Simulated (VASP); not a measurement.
# Be (Fm-3m) in VASP: a series of runs

The runs below take Be through single point, with PBE.

All numbers are computed with VASP 6.6.1; they aren't measurements. Logs are shortened: lines on timing, memory, paths and dates and some standing lists are left out, and cuts for length are marked.

### Step 1. The cell of the first run

The structure is cubic, space group Fm-3m (No. 225). Conventional cell: a = 3.200 Å, b = 3.200 Å, c = 3.200 Å, α = 90.00°, β = 90.00°, γ = 90.00°. Within 3.0 Å of Be (site symmetry m-3m) lie 12 Be at 2.26 Å.

### Step 2. Single point, PBE (volume scaled by 1.04)

File INCAR:

```
PREC = Accurate
ENCUT = 520
EDIFF = 1E-6
ISMEAR = -1
SIGMA = 0.1
LREAL = F
LASPH = T
NELM = 80
ALGO = Normal
ISIF = 2
LWAVE = F
LCHARG = F
GGA = PE
NBANDS = 7
```

File KPOINTS:

```
Automatic mesh
0
Gamma
  28 28 28
```

File POSCAR:

```
Be
1.0
    0.0000000000      1.5999732425      1.5999732425
    1.5999732425      0.0000000000      1.5999732425
    1.5999732425      1.5999732425      0.0000000000
Be
1
Direct
    0.0000000000      0.0000000000      0.0000000000
```

Potentials or basis: VASP PAW PBE potentials, release 64 (Be).

Run with:

```console
cat potpaw_PBE.64/Be/POTCAR > POTCAR
mpirun -np 1 vasp_std > vasp.out
```

OUTCAR:

```text
PREC = Accurate
   ENCUT = 520
   EDIFF = 1E-6
   ISMEAR = -1
   LREAL = F
   LASPH = T
   NELM = 80
   ISIF = 2
   GGA = PE

 ion  position               nearest neighbor table
   1  0.000  0.000  0.000-

  LATTYP: Found a face centered cubic cell.
 ALAT       =     3.1999464850

  Lattice vectors:

 A1 = (   0.0000000000,   1.5999732425,   1.5999732425)
 A2 = (   1.5999732425,   0.0000000000,   1.5999732425)
 A3 = (   1.5999732425,   1.5999732425,   0.0000000000)

Analysis of symmetry for initial positions (statically):
[... 5 lines left out ...]
 face centered cubic supercell.

 Subroutine GETGRP returns: Found 48 space group operations
 (whereof 48 operations were pure point group operations)
 out of a pool of 48 trial point group operations.

The static configuration has the point symmetry O_h .

Analysis of symmetry for dynamics (positions and initial velocities):
[... 5 lines left out ...]
 face centered cubic supercell.

 Subroutine GETGRP returns: Found 48 space group operations
 (whereof 48 operations were pure point group operations)
 out of a pool of 48 trial point group operations.

The dynamic configuration has the point symmetry O_h .

 Subroutine INISYM returns: Found 48 space group operations
 (whereof 48 operations are pure point group operations),
 and found     1 'primitive' translations

----------------------------------------------------------------------------------------

                                     Primitive cell

  volume of cell :       8.1916

  direct lattice vectors                    reciprocal lattice vectors
     0.000000000  1.599973242  1.599973242    -0.312505226  0.312505226  0.312505226
     1.599973242  0.000000000  1.599973242     0.312505226 -0.312505226  0.312505226
     1.599973242  1.599973242  0.000000000     0.312505226  0.312505226 -0.312505226

  length of vectors
     2.262703859  2.262703859  2.262703859     0.541274929  0.541274929  0.541274929

  position of ions in fractional coordinates (direct lattice)
     0.000000000  0.000000000  0.000000000

  ion indices of the primitive-cell ions
   primitive index   ion index
                 1           1

----------------------------------------------------------------------------------------

 KPOINTS: Automatic mesh

Automatic generation of k-mesh.
 Grid dimensions read from file:
 generate k-points for:   28   28   28

 Generating k-lattice:

  Cartesian coordinates                     Fractional coordinates (reciprocal lattice)
    -0.011160901  0.011160901  0.011160901     0.035714286  0.000000000  0.000000000
     0.011160901 -0.011160901  0.011160901     0.000000000  0.035714286  0.000000000
     0.011160901  0.011160901 -0.011160901     0.000000000  0.000000000  0.035714286

  Length of vectors
     0.019331247  0.019331247  0.019331247

  Shift w.r.t. Gamma in fractional coordinates (k-lattice)
     0.000000000  0.000000000  0.000000000

 Subroutine IBZKPT returns following result:
 ===========================================

 Found    624 irreducible k-points:

 Following reciprocal coordinates:
            Coordinates               Weight
  0.000000  0.000000  0.000000      1.000000
  0.035714  0.000000  0.000000      8.000000
  0.071429  0.000000  0.000000      8.000000
  0.107143  0.000000  0.000000      8.000000
  0.142857  0.000000  0.000000      8.000000
  0.178571  0.000000  0.000000      8.000000
[... 16 lines left out ...]
  0.285714  0.035714  0.000000     24.000000
  0.321429  0.035714  0.000000     24.000000
 [... further k-points ...]
   k-points           NKPTS =    624   k-points in BZ     NKDIM =    624   number of bands    NBANDS=      7
   number of dos      NEDOS =    301   number of ions     NIONS =      1
   total plane-waves  NPLWV =   5832
   dimension x,y,z NGX =    18 NGY =   18 NGZ =   18
   dimension x,y,z NGXF=    36 NGYF=   36 NGZF=   36
   ions per type =               1
   NGX,Y,Z   is equivalent  to a cutoff of  13.23, 13.23, 13.23 a.u.
   NGXF,Y,Z  is equivalent  to a cutoff of  26.45, 26.45, 26.45 a.u.
 SYSTEM =  unknown system
   PREC   = accura    normal or accurate (medium, high low for compatibility)
   ISTART =      0    job   : 0-new  1-cont  2-samecut
   ICHARG =      2    charge: 1-file 2-atom 10-const
   ISPIN  =      1    spin polarized calculation?
   LNONCOLLINEAR =      F non collinear calculations
   LSORBIT =      F    spin-orbit coupling
   LASPH  =      T    aspherical Exc in radial PAW
   ENCUT  =  520.0 eV  38.22 Ry    6.18 a.u.   4.21  4.21  4.21*2*pi/ulx,y,z
   NELM   =     80;   NELMIN=  2; NELMDL= -5     # of ELM steps
   EDIFF  = 0.1E-05   stopping-criterion for ELM
   LREAL  =      F    real-space projection
   EDIFFG = 0.1E-04   stopping-criterion for IOM
   NSW    =      0    number of steps for IOM
   IBRION =     -1    ionic relax: 0-MD 1-quasi-New 2-CG
   NFREE  =      0    steps in history (QN), initial steepest desc. (CG)
   ISIF   =      2    stress and relaxation
   ISYM   =      2    0-nonsym 1-usesym 2-fastsym
   POTIM  = 0.5000    time-step for ionic-motion
   TEBEG  =    0.0;   TEEND  =   0.0 temperature during run
   PSTRESS=    0.0 pullay stress
   NELECT =       2.0000    total number of electrons
   NUPDOWN=      -1.0000    fix difference up-down
   EMIN   =  10.00;   EMAX   =-10.00  energy-range for DOS
   EFERMI =   0.00;   METHOD = LEGACY
   ISMEAR =    -1;   SIGMA  =   0.10  broadening in eV -4-tet -1-fermi 0-gaus
   EFERMI_NEDOS =   21; number of points for ismear=-14 and -15
   IALGO  =     38    algorithm
   IMIX   =      4    mixing-type and parameters
     AMIX     =   0.40;   BMIX     =  1.00
     AMIX_MAG =   1.60;   BMIX_MAG =  1.00
  volume/ion in A,a.u.               =       8.19        55.28
  Fermi-wavevector in a.u.,A,eV,Ry     =   1.023204  1.933575 14.244563  1.046946
  Thomas-Fermi vector in A             =   2.156925
   LORBIT       =      0    0 simple, 1 ext, 2 COOP (PROOUT), +10 PAW based schemes
   GGA     = PE    functional components
   LHFCALC =     F    Hartree Fock is set to
   AEXX    =    0.0000 exact exchange contribution
   IVDW    =     0    specifies the selected vdW correction
   LEPSILON=     F    determine dielectric tensor
   LRPA    =     F    only Hartree local field effects (RPA)
 non-spin polarized calculation
  energy-cutoff  :      520.00
  volume of cell :        8.19
 maximum number of plane-waves:       229
 NGX is ok and might be reduce to    18
   NGX =  9   NGY =  9   NGZ =  9

 number of electron       2.0000000 magnetization

 Free energy of the ion-electron system (eV)
  ---------------------------------------------------
  ext. energy  EPLUGINS =         0.00000000
  ---------------------------------------------------
  free energy    TOTEN  =        -3.68382115 eV

  energy without entropy =       -3.67973445  energy(sigma->0) =       -3.68177780

 E-fermi :   7.1526     XC(G=0): -10.4942

 val. band max:        7.1235620362   @ k =   0.5000   0.0000   0.0000
 cond. band min:       7.1665701923   @ k =  -0.4643   0.0714   0.0357
 fundamental gap:      0.0430081561
 Fermi energy:         7.1525948156

 k-point     1 :       0.0000    0.0000    0.0000
  band No.  band energies     occupation
      1      -4.4224      2.00000
      2      26.0519      0.00000
      3      26.0519      0.00000
      4      26.0519      0.00000
      5      35.6212      0.00000
      6      35.6212      0.00000
      7      35.6212      0.00000

 k-point     2 :       0.0357    0.0000    0.0000
  band No.  band energies     occupation
      1      -4.3808      2.00000
      2      25.7207      0.00000
      3      25.9807      0.00000
      4      25.9807      0.00000
      5      34.9567      0.00000
      6      35.7593      0.00000
      7      35.7593      0.00000

 k-point     3 :       0.0714    0.0000    0.0000
  band No.  band energies     occupation
      1      -4.2557      2.00000
      2      24.7721      0.00000
      3      25.7824      0.00000
      4      25.7824      0.00000
      5      34.2010      0.00000
      6      36.1438      0.00000
      7      36.1438      0.00000

 k-point     4 :       0.1071    0.0000    0.0000
  band No.  band energies     occupation
      1      -4.0472      2.00000
      2      23.3517      0.00000
      3      25.4942      0.00000
      4      25.4942      0.00000
      5      33.8521      0.00000
      6      36.6818      0.00000
      7      36.6818      0.00000

 k-point     5 :       0.1429    0.0000    0.0000
  band No.  band energies     occupation
      1      -3.7555      2.00000
      2      21.6499      0.00000
      3      25.1580      0.00000
      4      25.1580      0.00000
      5      33.8540      0.00000
      6      37.1883      0.00000
      7      37.1883      0.00000

 k-point     6 :       0.1786    0.0000    0.0000
  band No.  band energies     occupation
      1      -3.3808      2.00000
      2      19.8193      0.00000
      3      24.8095      0.00000
      4      24.8095      0.00000
      5      34.1006      0.00000
      6      37.3556      0.00000
      7      37.3556      0.00000

 k-point     7 :       0.2143    0.0000    0.0000
  band No.  band energies     occupation
      1      -2.9239      2.00000
      2      17.9561      0.00000
      3      24.4744      0.00000
      4      24.4744      0.00000
      5      34.5043      0.00000
      6      36.9934      0.00000
      7      36.9934      0.00000
[... 121 lines left out ...]
 k-point    20 :       0.1786    0.0357    0.0000
  band No.  band energies     occupation
      1      -3.4775      2.00000
      2      20.4428      0.00000
      3      24.2106      0.00000
      4      25.4269      0.00000
      5      33.5214      0.00000
      6      37.0221      0.00000
      7      38.1005      0.00000

 k-point    21 :       0.2143    0.0357    0.0000
  band No.  band energies     occupation
      1      -3.0477      2.00000
      2      18.5896      0.00000
      3      23.8492      0.00000
      4      25.1102      0.00000
      5      33.8518      0.00000
      6      36.4799      0.00000
      7      37.9448      0.00000

 k-point    22 :       0.2500    0.0357    0.0000
  band No.  band energies     occupation
      1      -2.5365      2.00000
      2      16.7420      0.00000
      3      23.5373      0.00000
      4      24.7867      0.00000
      5      34.0457      0.00000
      6      35.9879      0.00000
      7      37.3503      0.00000

 k-point    23 :       0.2857    0.0357    0.0000
  band No.  band energies     occupation
      1      -1.9463      2.00000
      2      14.9427      0.00000
      3      23.2829      0.00000
      4      24.4723      0.00000
      5      33.7713      0.00000
      6      36.0606      0.00000
      7      36.5654      0.00000

 k-point    24 :       0.3214    0.0357    0.0000
  band No.  band energies     occupation
      1      -1.2818      2.00000
      2      13.2203      0.00000
      3      23.0906      0.00000
      4      24.1760      0.00000
      5      33.2143      0.00000
      6      35.7561      0.00000
      7      36.4636      0.00000

 [... further k-points ...]
[... 5 lines left out ...]
  --------------------------------------------------------------------------------------
  -------------------------------------------------------------------------------------
  Total       -0.2147602     -0.2147602     -0.2147602      0.0000000      0.0000000     -0.0000000
  in kB      -42.0045471    -42.0045471    -42.0045471      0.0000000      0.0000000     -0.0000000
  external PRESSURE =     -42.0045471 kB  Pullay stress =       0.0000000 kB

 VOLUME and BASIS-vectors are now :
 -----------------------------------------------------------------------------
  energy-cutoff  :      520.00
  volume of cell :        8.19
      direct lattice vectors                 reciprocal lattice vectors
     0.000000000  1.599973242  1.599973242    -0.312505226  0.312505226  0.312505226
     1.599973242  0.000000000  1.599973242     0.312505226 -0.312505226  0.312505226
     1.599973242  1.599973242  0.000000000     0.312505226  0.312505226 -0.312505226

 POSITION                                       TOTAL-FORCE (eV/Angst)
 -----------------------------------------------------------------------------------
      0.00000      0.00000      0.00000         0.000000      0.000000      0.000000
 -----------------------------------------------------------------------------------
    total drift:                                0.000000     -0.000000      0.000000

  FREE ENERGIE OF THE ION-ELECTRON SYSTEM (eV)
  ---------------------------------------------------
  free  energy   TOTEN  =        -3.6838211522 eV

  energy  without entropy=       -3.6797344550  energy(sigma->0) =       -3.68177780
```

Wall time 14 s (1 thread of Intel Xeon Platinum 8488C (Sapphire Rapids), shared host); peak memory 0.13 GiB.

What came out:

- Free energy: -3.6838 eV
- Pressure: -4.2 GPa
- Band gap on the k mesh: zero (band 1 reaches 8.17 eV, above the bottom of band 2 at 6.95 eV)

(Continued in part 2 of 2.)
